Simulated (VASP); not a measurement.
# MgI2 in VASP: further runs, part 2 of 2

VASP 6.6.1.

## 4. Single point, HSE06

This run uses another cell than the first one, of 35.32 Å³/atom, 1.031 times its volume.

File POSCAR:

```
MgI2
1.0
    0.0000000000      3.7557205859      3.7557205859
    3.7557205859      0.0000000000      3.7557205859
    3.7557205859      3.7557205859      0.0000000000
Mg I
1 2
Direct
    0.0000000000      0.0000000000      0.0000000000
    0.2500000000      0.2500000000      0.2500000000
    0.7500000000      0.7500000000      0.7500000000
```

File INCAR.step1:

```
SYSTEM = MgI2
ALGO     = Normal         ! electronic algorithm
EDIFF    = 1E-5           ! SCF threshold, eV
ENCUT    = 520            ! plane-wave cutoff, eV
GGA      = PE             ! functional
ISIF     = 2              ! what is computed and relaxed
ISMEAR   = 0              ! smearing method
LASPH    = .TRUE.         ! aspherical terms in the spheres
LCHARG   = .FALSE.        ! write CHGCAR
LREAL    = .FALSE.        ! projectors in reciprocal space
LWAVE    = .TRUE.         ! write WAVECAR
NBANDS   = 15             ! bands
NELM     = 60             ! most SCF steps
PREC     = Accurate       ! precision mode
SIGMA    = 0.01           ! smearing width, eV
```

File INCAR.step2:

```
SYSTEM = MgI2
ALGO     = Normal         ! electronic algorithm
EDIFF    = 1E-6           ! SCF threshold, eV
ENCUT    = 520            ! plane-wave cutoff, eV
GGA      = PE             ! functional
HFSCREEN = 0.2079         ! screening, 1/A
ISIF     = 2              ! what is computed and relaxed
ISMEAR   = 0              ! smearing method
ISTART   = 1            
LASPH    = .TRUE.         ! aspherical terms in the spheres
LCHARG   = .FALSE.        ! write CHGCAR
LHFCALC  = .TRUE.         ! exact exchange
LREAL    = .FALSE.        ! projectors in reciprocal space
LWAVE    = .FALSE.        ! write WAVECAR
NBANDS   = 15             ! bands
NELM     = 60             ! most SCF steps
PREC     = Accurate       ! precision mode
PRECFOCK = Normal       
SIGMA    = 0.01           ! smearing width, eV
```

File KPOINTS:

```
k-points
0
G
  4 4 4
  0 0 0
```

Potentials or basis: VASP PAW PBE potentials, release 64 (Mg, I).

Launch:

```bash
cat potpaw_PBE.64/Mg/POTCAR potpaw_PBE.64/I/POTCAR > POTCAR
cp INCAR.step1 INCAR
mpirun -np 1 vasp_std > vasp.out
cp INCAR.step2 INCAR
mpirun -np 1 vasp_std > vasp.out
```

OUTCAR:

```text
SYSTEM = MgI2
   EDIFF = 1E-6
   ENCUT = 520
   GGA = PE
   HFSCREEN = 0.2079
   ISIF = 2
   ISMEAR = 0
   ISTART = 1
   LASPH = .TRUE.
   LHFCALC = .TRUE.
   LREAL = .FALSE.
   NELM = 60
   PREC = Accurate
   PRECFOCK = Normal

 ion  position               nearest neighbor table
   1  0.000  0.000  0.000-   3 3.25   3 3.25   3 3.25   2 3.25   3 3.25   2 3.25   2 3.25   2 3.25

   2  0.250  0.250  0.250-   1 3.25   1 3.25   1 3.25   1 3.25
   3  0.750  0.750  0.750-   1 3.25   1 3.25   1 3.25   1 3.25

  LATTYP: Found a face centered cubic cell.
 ALAT       =     7.5114411718

  Lattice vectors:

 A1 = (   0.0000000000,   3.7557205859,   3.7557205859)
 A2 = (   3.7557205859,   0.0000000000,   3.7557205859)
 A3 = (   3.7557205859,   3.7557205859,   0.0000000000)

Analysis of symmetry for initial positions (statically):
=====================================================================
 Subroutine PRICEL returns:
 Original cell was already a primitive cell.

 Routine SETGRP: Setting up the symmetry group for a
 face centered cubic supercell.

 Subroutine GETGRP returns: Found 48 space group operations
 (whereof 48 operations were pure point group operations)
 out of a pool of 48 trial point group operations.
[... 173 lines left out ...]
      9       4.0727      0.00000
     10       6.6219      0.00000
     11       6.6219      0.00000
     12       6.6219      0.00000
     13       8.7501      0.00000
     14       8.7501      0.00000
[... 113 lines left out ...]
      2     -10.4567      2.00000
      3      -2.3147      2.00000
      4      -1.6979      2.00000
      5       0.0838      2.00000
      6       0.0838      2.00000
      7       2.3429      2.00000
      8       2.4966      2.00000
      9       5.4196      0.00000
     10       7.6885      0.00000
     11       9.0681      0.00000
     12       9.0681      0.00000
     13      11.3408      0.00000
     14      11.5930      0.00000
     15      11.5930      0.00000

------------------------ aborting loop because EDIFF is reached ----------------------------------------

  FORCE on cell =-STRESS in cart. coord.  units (eV):
  Direction    XX          YY          ZZ          XY          YZ          ZX
  --------------------------------------------------------------------------------------
  -------------------------------------------------------------------------------------
  Total       -0.3788131     -0.3788131     -0.3788131     -0.0000000     -0.0000000      0.0000000
  in kB       -5.7283001     -5.7283001     -5.7283001     -0.0000000     -0.0000000      0.0000000
  external PRESSURE =      -5.7283001 kB  Pullay stress =       0.0000000 kB

 VOLUME and BASIS-vectors are now :
 -----------------------------------------------------------------------------
  energy-cutoff  :      520.00
  volume of cell :      105.95
      direct lattice vectors                 reciprocal lattice vectors
     0.000000000  3.755720586  3.755720586    -0.133130245  0.133130245  0.133130245
     3.755720586  0.000000000  3.755720586     0.133130245 -0.133130245  0.133130245
     3.755720586  3.755720586  0.000000000     0.133130245  0.133130245 -0.133130245

 POSITION                                       TOTAL-FORCE (eV/Angst)
 -----------------------------------------------------------------------------------
      0.00000      0.00000      0.00000        -0.000000     -0.000000     -0.000000
      1.87786      1.87786      1.87786         0.000000      0.000000      0.000000
      5.63358      5.63358      5.63358         0.000000      0.000000     -0.000000
 -----------------------------------------------------------------------------------
    total drift:                               -0.000006     -0.000008     -0.000009

  FREE ENERGIE OF THE ION-ELECTRON SYSTEM (eV)
  ---------------------------------------------------
  free  energy   TOTEN  =        -7.7726161976 eV

  energy  without entropy=       -7.7726161976  energy(sigma->0) =       -7.77261620
```

OSZICAR.step1:

```text
N       E                     dE             d eps       ncg     rms          rms(c)
DAV:   1     0.722770423646E+02    0.72277E+02   -0.56965E+03   240   0.838E+02
DAV:   2    -0.499411876902E+00   -0.72776E+02   -0.64977E+02   310   0.122E+02
DAV:   3    -0.674391629123E+01   -0.62445E+01   -0.62108E+01   310   0.424E+01
DAV:   4    -0.686803707084E+01   -0.12412E+00   -0.12411E+00   339   0.699E+00
DAV:   5    -0.686838953276E+01   -0.35246E-03   -0.35246E-03   296   0.416E-01    0.450E+00
DAV:   6    -0.649274770079E+01    0.37564E+00   -0.25015E-01   261   0.243E+00    0.284E+00
DAV:   7    -0.640043361161E+01    0.92314E-01   -0.19467E-01   254   0.215E+00    0.104E+00
DAV:   8    -0.639825429199E+01    0.21793E-02   -0.21757E-02   261   0.753E-01    0.104E-01
DAV:   9    -0.639769194698E+01    0.56235E-03   -0.16820E-03   268   0.240E-01    0.379E-02
DAV:  10    -0.639769722824E+01   -0.52813E-05   -0.10632E-04   275   0.576E-02    0.280E-02
DAV:  11    -0.639771496799E+01   -0.17740E-04   -0.22365E-05   253   0.295E-02    0.802E-03
DAV:  12    -0.639771369319E+01    0.12748E-05   -0.22710E-06   211   0.940E-03
   1 F= -.63977137E+01 E0= -.63977137E+01  d E =-.180003E-39
```

Wall time 10 min (1 thread of Intel Xeon 6975P-C (Granite Rapids), shared host); peak memory 0.36 GiB.

What came out:

| Item | Value |
| --- | --- |
| Free energy | -7.7726 eV |
| Pressure | -0.6 GPa |
| Band gap on the k mesh | 1.37 eV, indirect (least direct gap 1.80 eV) |

Levels at points of the mesh, in eV from the valence-band top:
| k point | band 5 | band 6 | band 7 | band 8 | band 9 | band 10 | band 11 | band 12 |
| --- | --- | --- | --- | --- | --- | --- | --- | --- |
| (0.00, 0.00, 0.00) | -3.21 | -1.20 | -1.20 | -1.20 | 1.37 | 3.92 | 3.92 | 3.92 |
| (0.50, 0.00, 0.00) | -2.71 | -2.70 | -2.44 | -2.44 | 3.51 | 6.02 | 6.02 | 6.83 |
| (0.50, 0.50, 0.00) | -4.07 | -0.54 | -0.54 | 0.00 | 1.80 | 4.97 | 7.46 | 7.46 |

Caveat: the PAW data sets were made with another functional, which shifts forces and pressure a little; spin-orbit coupling is left out, which moves the levels of the heavy elements. A k mesh can miss the band edges.

## 5. Summary

| level | cell | k mesh | grid for exact exchange (PRECFOCK) | screening parameter | gap on the mesh (eV) | pressure (GPa) | largest force (eV/Å) |
| --- | --- | --- | --- | --- | --- | --- | --- |
| r2SCAN | a = 5.206 Å, angles 61.3°, 3 atoms | 6 × 6 × 6 | - | - | 1.38 | 0.9 | 0.01 |
| r2SCAN | a = 5.312, b = 5.312, c = 5.245 Å, angles 60.4, 60.4, 60.8°, 3 atoms | 6 × 6 × 6 | - | - | 1.30 | -0.1 | 0.01 |
| HSE06 | a = 5.311 Å, angles 60.0°, 3 atoms | 4 × 4 × 4 | Normal | 0.2079 1/Å | 1.37 | -0.6 | - |

Alike in all rows: task single point; potentials or basis VASP PAW PBE potentials, release 64 (Mg, I); no spin polarisation; cutoff (eV) 520; smearing gaussian 0.01 eV.

Caveats: the PAW data sets were made with another functional, which shifts forces and pressure a little; spin-orbit coupling is left out, which moves the levels of the heavy elements.

Total energies depend on the potentials used, so only differences within one code and one set of settings carry meaning.
